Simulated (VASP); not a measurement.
Input of a VASP 6.6.1 run:

File INCAR:

```
  ALGO = Normal
  EDIFF = 1E-7
  ENCUT = 520
  GGA = PE
  ISIF = 2
  ISMEAR = 0
  LASPH = T
  LCHARG = T
  LELF = T
  LREAL = F
  LVHAR = T
  LWAVE = F
  NBANDS = 46
  NELM = 80
  PREC = Accurate
  SIGMA = 0.1
```

File KPOINTS:

```
k-points
0
Gamma
  6 6 2
```

The input POSCAR:

```
GaN
1.0
    3.2108682500      0.0000000000      0.0000000000
   -1.6054341200      2.7806934700      0.0000000000
    0.0000000000      0.0000000000     10.5803864400
Ga N
4 4
Direct
    0.3333333300      0.6666666700      0.8750000000
    0.6666666700      0.3333333300      0.1250000000
    0.6666666700      0.3333333300      0.3750000000
    0.3333333300      0.6666666700      0.6250000000
    0.6666666700      0.3333333300      0.7500000000
    0.0000000000      0.0000000000      0.0000000000
    0.3333333300      0.6666666700      0.2500000000
    0.0000000000      0.0000000000      0.5000000000
```

Potentials or basis: VASP PAW PBE potentials, release 64 (Ga_d, N).

The run is started by

```console
$ cat potpaw_PBE.64/Ga_d/POTCAR potpaw_PBE.64/N/POTCAR > POTCAR
$ mpirun -np 1 vasp_std > vasp.out
```

(1) What does it give for the largest force?

(2) What does it give for the band gap on the k mesh?

(3) Predict the pressure.

Answers

(1) 0.512 eV/Å.

(2) zero (band 36 reaches 5.36 eV, above the bottom of band 37 at 5.21 eV).

(3) -23.1 GPa.

Caveat: the k points lie up to 0.38 Å⁻¹ apart.
